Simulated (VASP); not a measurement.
Runs of VASP 6.6.1 on PbS (Galena). The structure is that of space group Fm-3m (No. 225), or close to it. The cells are those of the table. 

```tsv
cell	gap on the mesh (eV)	pressure (GPa)
a = 4.166 Å, angles 60.0°, 2 atoms	0.13	-1.4
a = 4.249 Å, angles 60.0°, 2 atoms	(b)	-4.5
a = 4.123 Å, angles 60.0°, 2 atoms	0.01	(a)
a = 4.208 Å, angles 60.0°, 2 atoms	0.24	(c)
a = 4.290 Å, angles 60.0°, 2 atoms	0.43	-5.7
```

Alike in all rows: task single point; level LDA; potentials or basis VASP PAW LDA potentials, release 64 (Pb_d, S); no spin polarisation; k mesh 6 × 6 × 6; cutoff (eV) 500; smearing gaussian 0.01 eV.

Task: Estimate the missing entries.

Result: (a) 0.4; (b) 0.34; (c) -3.1.

Caveats: spin-orbit coupling is left out, which moves the levels of the heavy elements.

A k mesh can miss the band edges, and the runs leave out spin-orbit coupling on Pb.
